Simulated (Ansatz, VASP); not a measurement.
**AlSn: VASP beside Ansatz**

```xyz
2
Lattice="4.2259 0.0000 0.0000 -2.1130 3.6597 0.0000 0.0000 0.0000 3.3287" Properties=species:S:1:pos:R:3 pbc="T T T"
Sn    0.0000    2.4398    1.6644
Al    0.0000    0.0000    0.0000
```

Change from the starting cell: volume scaled by 1.02.

Alike in both runs: task single point; functional LDA; k mesh 7 × 7 × 8; occupations fermi-dirac, width 0.05 eV; no spin polarisation.

|  | VASP | Ansatz |
| --- | --- | --- |
| version | VASP 6.6.1 | Ansatz 0.2.0 |
| potentials or method | VASP PAW LDA potentials, release 64 (Sn_d, Al), cutoff 520 eV | all-electron LAPW, scalar-relativistic |

Ansatz gave:

```
gap on the k mesh at the Fermi level (eV)                     : none
pressure (GPa)                                                : -3.8
traceless stress, the component that is largest in VASP (GPa) : -0.21
```

Estimate VASP's values.

gap on the k mesh at the Fermi level (eV): none; pressure (GPa): -3.9; traceless stress, the component that is largest in VASP (GPa): -0.21.

LDA's correlation is that of Perdew and Zunger in VASP and of Perdew and Wang (1992) in Ansatz. A gap of «none» marks a metal or a gap that the smearing closes. Ansatz ran all-electron here, and VASP with PAW potentials.
